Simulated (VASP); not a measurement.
# Mg (Fm-3m) in VASP: a series of runs

Mg is run at these levels: r2SCAN; tasks: single point.

Everything below comes from runs of VASP 6.6.1. Logs are shortened: lines on timing, memory, paths and dates and some standing lists are left out, and cuts for length are marked.

### 1 The cell of the first run

It takes space group Fm-3m (No. 225, cubic). Conventional cell: a = 4.489 Å, b = 4.489 Å, c = 4.489 Å, α = 90.00°, β = 90.00°, γ = 90.00°. Mg (site symmetry m-3m) has 12 Mg at 3.17 Å within 4.2 Å.

This isn't the form of Mg at room conditions, which is hcp.

### 2 Single point, r2SCAN

Input file POSCAR:

```
Mg
1.0
    0.0000000000      2.2442560000      2.2442560000
    2.2442560000      0.0000000000      2.2442560000
    2.2442560000      2.2442560000      0.0000000000
Mg
1
Direct
    0.0000000000      0.0000000000      0.0000000000
```

Input file INCAR.step1:

```
PREC     = Accurate       # precision mode
ENCUT    = 660            # plane-wave cutoff, eV
ISMEAR   = -1             # smearing method
SIGMA    = 0.1            # smearing width, eV
LREAL    = False          # projectors in reciprocal space
LASPH    = True           # aspherical terms in the spheres
NELM     = 120            # most SCF steps
NBANDS   = 7              # bands
GGA      = PE             # functional
ALGO     = Normal         # electronic algorithm
EDIFF    = 1E-5           # SCF threshold, eV
LWAVE    = True           # write WAVECAR
LCHARG   = False          # write CHGCAR
GGA_COMPAT= False
```

Input file INCAR.step2:

```
PREC     = Accurate       # precision mode
ENCUT    = 660            # plane-wave cutoff, eV
EDIFF    = 1E-6           # SCF threshold, eV
ISMEAR   = -1             # smearing method
SIGMA    = 0.1            # smearing width, eV
LREAL    = False          # projectors in reciprocal space
LASPH    = True           # aspherical terms in the spheres
NELM     = 120            # most SCF steps
ALGO     = Normal         # electronic algorithm
ISIF     = 2              # what is computed and relaxed
LWAVE    = False          # write WAVECAR
LCHARG   = True           # write CHGCAR
METAGGA  = R2SCAN         # meta-GGA
LMIXTAU  = True         
LELF     = True           # ELF
LVHAR    = True         
NBANDS   = 7              # bands
ISTART   = 1            
GGA_COMPAT= False
```

Input file KPOINTS:

```
Automatic mesh
0
Gamma
  8 8 8
```

Potentials or basis: VASP PAW PBE potentials, release 64 (Mg).

The run is started by

```bash
cat potpaw_PBE.64/Mg/POTCAR > POTCAR
cp INCAR.step1 INCAR
mpirun -np 1 vasp_std > vasp.out
cp INCAR.step2 INCAR
mpirun -np 1 vasp_std > vasp.out
```

OUTCAR:

```text
PREC = Accurate
   ENCUT = 660
   EDIFF = 1E-6
   ISMEAR = -1
   LREAL = False
   LASPH = True
   NELM = 120
   ISIF = 2
   METAGGA = R2SCAN
   ISTART = 1

 ion  position               nearest neighbor table
   1  0.000  0.000  0.000-

  LATTYP: Found a face centered cubic cell.
 ALAT       =     4.4885120000

  Lattice vectors:

 A1 = (   0.0000000000,   2.2442560000,   2.2442560000)
 A2 = (   2.2442560000,   0.0000000000,   2.2442560000)
 A3 = (   2.2442560000,   2.2442560000,   0.0000000000)

Analysis of symmetry for initial positions (statically):
=====================================================================
 Subroutine PRICEL returns:
 Original cell was already a primitive cell.

 Routine SETGRP: Setting up the symmetry group for a
 face centered cubic supercell.

 Subroutine GETGRP returns: Found 48 space group operations
 (whereof 48 operations were pure point group operations)
 out of a pool of 48 trial point group operations.

The static configuration has the point symmetry O_h .

Analysis of symmetry for dynamics (positions and initial velocities):
=====================================================================
 Subroutine PRICEL returns:
 Original cell was already a primitive cell.

 Routine SETGRP: Setting up the symmetry group for a
 face centered cubic supercell.

 Subroutine GETGRP returns: Found 48 space group operations
 (whereof 48 operations were pure point group operations)
 out of a pool of 48 trial point group operations.

The dynamic configuration has the point symmetry O_h .

 Subroutine INISYM returns: Found 48 space group operations
 (whereof 48 operations are pure point group operations),
 and found     1 'primitive' translations

----------------------------------------------------------------------------------------

                                     Primitive cell

  volume of cell :      22.6072

  direct lattice vectors                    reciprocal lattice vectors
     0.000000000  2.244256000  2.244256000    -0.222790983  0.222790983  0.222790983
     2.244256000  0.000000000  2.244256000     0.222790983 -0.222790983  0.222790983
     2.244256000  2.244256000  0.000000000     0.222790983  0.222790983 -0.222790983

  length of vectors
     3.173857273  3.173857273  3.173857273     0.385885302  0.385885302  0.385885302

  position of ions in fractional coordinates (direct lattice)
     0.000000000  0.000000000  0.000000000

  ion indices of the primitive-cell ions
   primitive index   ion index
                 1           1

----------------------------------------------------------------------------------------

 KPOINTS: Automatic mesh

Automatic generation of k-mesh.
 Grid dimensions read from file:
 generate k-points for:    8    8    8

 Generating k-lattice:

  Cartesian coordinates                     Fractional coordinates (reciprocal lattice)
    -0.027848873  0.027848873  0.027848873     0.125000000  0.000000000  0.000000000
     0.027848873 -0.027848873  0.027848873     0.000000000  0.125000000  0.000000000
     0.027848873  0.027848873 -0.027848873     0.000000000  0.000000000  0.125000000

  Length of vectors
     0.048235663  0.048235663  0.048235663

  Shift w.r.t. Gamma in fractional coordinates (k-lattice)
     0.000000000  0.000000000  0.000000000

 Subroutine IBZKPT returns following result:
 ===========================================

 Found     29 irreducible k-points:

 Following reciprocal coordinates:
            Coordinates               Weight
  0.000000  0.000000  0.000000      1.000000
  0.125000  0.000000  0.000000      8.000000
  0.250000  0.000000  0.000000      8.000000
  0.375000  0.000000  0.000000      8.000000
  0.500000  0.000000  0.000000      4.000000
  0.125000  0.125000  0.000000      6.000000
[... 16 lines left out ...]
  0.500000  0.250000  0.125000     48.000000
 -0.375000  0.250000  0.125000     24.000000
 [... further k-points ...]
   k-points           NKPTS =     29   k-points in BZ     NKDIM =     29   number of bands    NBANDS=      7
   number of dos      NEDOS =    301   number of ions     NIONS =      1
   total plane-waves  NPLWV =  21952
   dimension x,y,z NGX =    28 NGY =   28 NGZ =   28
   dimension x,y,z NGXF=    56 NGYF=   56 NGZF=   56
   ions per type =               1
   NGX,Y,Z   is equivalent  to a cutoff of  14.67, 14.67, 14.67 a.u.
   NGXF,Y,Z  is equivalent  to a cutoff of  29.33, 29.33, 29.33 a.u.
 SYSTEM =  unknown system
   PREC   = accura    normal or accurate (medium, high low for compatibility)
   ISTART =      1    job   : 0-new  1-cont  2-samecut
   ICHARG =      0    charge: 1-file 2-atom 10-const
   ISPIN  =      1    spin polarized calculation?
   LNONCOLLINEAR =      F non collinear calculations
   LSORBIT =      F    spin-orbit coupling
   LASPH  =      T    aspherical Exc in radial PAW
   ENCUT  =  660.0 eV  48.51 Ry    6.96 a.u.   6.65  6.65  6.65*2*pi/ulx,y,z
   NELM   =    120;   NELMIN=  2; NELMDL=  0     # of ELM steps
   EDIFF  = 0.1E-05   stopping-criterion for ELM
   LREAL  =      F    real-space projection
   EDIFFG = 0.1E-04   stopping-criterion for IOM
   NSW    =      0    number of steps for IOM
   IBRION =     -1    ionic relax: 0-MD 1-quasi-New 2-CG
   NFREE  =      0    steps in history (QN), initial steepest desc. (CG)
   ISIF   =      2    stress and relaxation
   ISYM   =      2    0-nonsym 1-usesym 2-fastsym
   POTIM  = 0.5000    time-step for ionic-motion
   TEBEG  =    0.0;   TEEND  =   0.0 temperature during run
   PSTRESS=    0.0 pullay stress
   NELECT =       2.0000    total number of electrons
   NUPDOWN=      -1.0000    fix difference up-down
   EMIN   =  10.00;   EMAX   =-10.00  energy-range for DOS
   EFERMI =   0.00;   METHOD = LEGACY
   ISMEAR =    -1;   SIGMA  =   0.10  broadening in eV -4-tet -1-fermi 0-gaus
   EFERMI_NEDOS =   21; number of points for ismear=-14 and -15
   IALGO  =     38    algorithm
   IMIX   =      4    mixing-type and parameters
     AMIX     =   0.40;   BMIX     =  1.00
     AMIX_MAG =   1.60;   BMIX_MAG =  1.00
  volume/ion in A,a.u.               =      22.61       152.56
  Fermi-wavevector in a.u.,A,eV,Ry     =   0.729462  1.378483  7.239854  0.532114
  Thomas-Fermi vector in A             =   1.821189
   LORBIT       =      0    0 simple, 1 ext, 2 COOP (PROOUT), +10 PAW based schemes
   METAGGA = R2SCAN    functional components
   LHFCALC =     F    Hartree Fock is set to
   AEXX    =    0.0000 exact exchange contribution
   IVDW    =     0    specifies the selected vdW correction
   LEPSILON=     F    determine dielectric tensor
   LRPA    =     F    only Hartree local field effects (RPA)
 non-spin polarized calculation
  energy-cutoff  :      660.00
  volume of cell :       22.61
 maximum number of plane-waves:       893
   NGX = 13   NGY = 13   NGZ = 13

 number of electron       2.0000000 magnetization

 Free energy of the ion-electron system (eV)
  ---------------------------------------------------
  ext. energy  EPLUGINS =         0.00000000
  ---------------------------------------------------
  free energy    TOTEN  =        -4.14022038 eV

  energy without entropy =       -4.12097495  energy(sigma->0) =       -4.13059766

 E-fermi :   2.5038     XC(G=0):  -9.0929

 val. band max:        2.4739366946   @ k =   0.5000   0.1250   0.0000
 cond. band min:       2.8757139274   @ k =  -0.3750   0.5000   0.1250
 fundamental gap:      0.4017772327
 Fermi energy:         2.5038323205

 k-point     1 :       0.0000    0.0000    0.0000
  band No.  band energies     occupation
      1      -4.7351      2.00000
      2      16.0036      0.00000
      3      16.0036      0.00000
      4      16.0036      0.00000
      5      18.3392      0.00000
      6      18.3393      0.00000
      7      18.3393      0.00000

 k-point     2 :       0.1250    0.0000    0.0000
  band No.  band energies     occupation
      1      -4.3616      2.00000
      2      12.3235      0.00000
      3      15.4221      0.00000
      4      15.4221      0.00000
      5      17.9380      0.00000
      6      19.5466      0.00000
      7      19.5466      0.00000

 k-point     3 :       0.2500    0.0000    0.0000
  band No.  band energies     occupation
      1      -3.2498      2.00000
      2       8.0594      0.00000
      3      14.8150      0.00000
      4      14.8150      0.00000
      5      17.3263      0.00000
      6      18.3878      0.00000
      7      18.3878      0.00000

 k-point     4 :       0.3750    0.0000    0.0000
  band No.  band energies     occupation
      1      -1.4270      2.00000
      2       4.3041      0.00000
      3      14.6754      0.00000
      4      14.6754      0.00000
      5      16.6975      0.00000
      6      16.6975      0.00000
      7      17.1225      0.00000

 k-point     5 :       0.5000    0.0000    0.0000
  band No.  band energies     occupation
      1       0.7590      2.00000
      2       1.4708      1.99993
      3      14.8175      0.00000
      4      14.8175      0.00000
      5      15.9381      0.00000
      6      15.9381      0.00000
      7      17.1910      0.00000

 k-point     6 :       0.1250    0.1250    0.0000
  band No.  band energies     occupation
      1      -4.2374      2.00000
      2      13.5497      0.00000
      3      13.9653      0.00000
      4      13.9653      0.00000
      5      16.7357      0.00000
      6      18.3669      0.00000
      7      21.2042      0.00000

 k-point     7 :       0.2500    0.1250    0.0000
  band No.  band energies     occupation
      1      -3.3726      2.00000
      2       9.6622      0.00000
      3      13.0610      0.00000
      4      13.8913      0.00000
      5      15.4734      0.00000
      6      18.0698      0.00000
      7      21.0615      0.00000
[... 121 lines left out ...]
 k-point    20 :      -0.3750    0.3750    0.0000
  band No.  band energies     occupation
      1       3.3262      0.00054
      2       3.5847      0.00004
      3       5.0186      0.00000
      4      11.1027      0.00000
      5      12.3241      0.00000
      6      19.2217      0.00000
      7      24.5753      0.00000

 k-point    21 :       0.5000    0.5000    0.0000
  band No.  band energies     occupation
      1       2.4261      1.37029
      2       3.6121      0.00003
      3       9.1851      0.00000
      4      10.2651      0.00000
      5      10.2651      0.00000
      6      13.6582      0.00000
      7      28.1958      0.00000

 k-point    22 :       0.3750    0.2500    0.1250
  band No.  band energies     occupation
      1      -2.2722      2.00000
      2       8.3125      0.00000
      3       9.7956      0.00000
      4      12.9211      0.00000
      5      15.6430      0.00000
      6      17.9444      0.00000
      7      20.1562      0.00000

 k-point    23 :       0.5000    0.2500    0.1250
  band No.  band energies     occupation
      1      -0.4697      2.00000
      2       5.1496      0.00000
      3       9.0389      0.00000
      4      11.1675      0.00000
      5      16.3962      0.00000
      6      18.3212      0.00000
      7      20.3973      0.00000

 k-point    24 :      -0.3750    0.2500    0.1250
  band No.  band energies     occupation
      1       1.6788      1.99948
      2       2.3998      1.47773
      3       9.1245      0.00000
      4      10.3758      0.00000
      5      17.0520      0.00000
      6      17.1422      0.00000
      7      23.5584      0.00000

 [... further k-points ...]
[... 5 lines left out ...]
  --------------------------------------------------------------------------------------
  -------------------------------------------------------------------------------------
  Total        0.0034936      0.0034936      0.0034936      0.0000000     -0.0000000     -0.0000000
  in kB        0.2475915      0.2475915      0.2475915      0.0000000     -0.0000000     -0.0000000
  external PRESSURE =       0.2475915 kB  Pullay stress =       0.0000000 kB

 VOLUME and BASIS-vectors are now :
 -----------------------------------------------------------------------------
  energy-cutoff  :      660.00
  volume of cell :       22.61
      direct lattice vectors                 reciprocal lattice vectors
     0.000000000  2.244256000  2.244256000    -0.222790983  0.222790983  0.222790983
     2.244256000  0.000000000  2.244256000     0.222790983 -0.222790983  0.222790983
     2.244256000  2.244256000  0.000000000     0.222790983  0.222790983 -0.222790983

 POSITION                                       TOTAL-FORCE (eV/Angst)
 -----------------------------------------------------------------------------------
      0.00000      0.00000      0.00000        -0.000000      0.000000      0.000000
 -----------------------------------------------------------------------------------
    total drift:                                0.000000     -0.000000      0.000000

  FREE ENERGIE OF THE ION-ELECTRON SYSTEM (eV)
  ---------------------------------------------------
  free  energy   TOTEN  =        -4.1402203807 eV

  energy  without entropy=       -4.1209749488  energy(sigma->0) =       -4.13059766
```

It took 19 s on 1 thread of Intel Xeon Platinum 8488C (Sapphire Rapids), shared host; peak memory 0.15 GiB.

Results:

```yaml
Free_energy: -4.1402 eV
Pressure: 0.0 GPa
Band_gap_on_the_k_mesh: zero (bands 1 and 2 overlap by 2.76 eV)
```

Levels at points of the mesh, in eV from the Fermi level:
```tsv
k point	band 1	band 2	band 3	band 4	band 5
(0.00, 0.00, 0.00)	-7.24	13.50	13.50	13.50	15.84
(0.50, 0.00, 0.00)	-1.74	-1.03	12.31	12.31	13.43
(0.50, 0.50, 0.00)	-0.08	1.11	6.68	7.76	7.76
```

Caveat: the PAW data sets were made with another functional, which shifts forces and pressure a little.

### 3 Single point, r2SCAN

POSCAR is that of step 2.

Input file INCAR.step1:

```
SYSTEM = Mg
PREC = Accurate
ENCUT = 660
ISMEAR = -1
SIGMA = 0.1
LREAL = .False.
LASPH = .True.
NELM = 120
NBANDS = 7
GGA = PE
ALGO = Normal
EDIFF = 1E-5
LWAVE = .True.
LCHARG = .False.
GGA_COMPAT = .False.
```

Input file INCAR.step2:

```
SYSTEM = Mg
PREC = Accurate
ENCUT = 660
EDIFF = 1E-6
ISMEAR = -1
SIGMA = 0.1
LREAL = .False.
LASPH = .True.
NELM = 120
ALGO = Normal
ISIF = 2
LWAVE = .False.
LCHARG = .True.
METAGGA = R2SCAN
LMIXTAU = .True.
LELF = .True.
LVHAR = .True.
NBANDS = 7
ISTART = 1
GGA_COMPAT = .False.
```

Input file KPOINTS:

```
regular mesh
0
Gamma
  8 8 8
  0 0 0
```

Potentials or basis: VASP PAW PBE potentials, release 64 (Mg).

The run is started by

```bash
cat potpaw_PBE.64/Mg/POTCAR > POTCAR
cp INCAR.step1 INCAR
mpirun -np 1 vasp_std > vasp.out
cp INCAR.step2 INCAR
mpirun -np 1 vasp_std > vasp.out
```

Run time: 19 s. Hardware: 1 thread of Intel Xeon Platinum 8488C (Sapphire Rapids), shared host; peak memory 0.15 GiB.

The run converged. Its results:

| Property | Result |
| --- | --- |
| Free energy | -4.1402 eV |
| Pressure | 0.0 GPa |
| Band gap on the k mesh | zero (bands 1 and 2 overlap by 2.76 eV) |

Levels at points of the mesh, in eV from the Fermi level:
```tsv
k point	band 1	band 2	band 3	band 4	band 5
(0.00, 0.00, 0.00)	-7.24	13.50	13.50	13.50	15.84
(0.50, 0.00, 0.00)	-1.74	-1.03	12.31	12.31	13.43
(0.50, 0.50, 0.00)	-0.08	1.11	6.68	7.76	7.76
```

Caveat: the PAW data sets were made with another functional, which shifts forces and pressure a little.
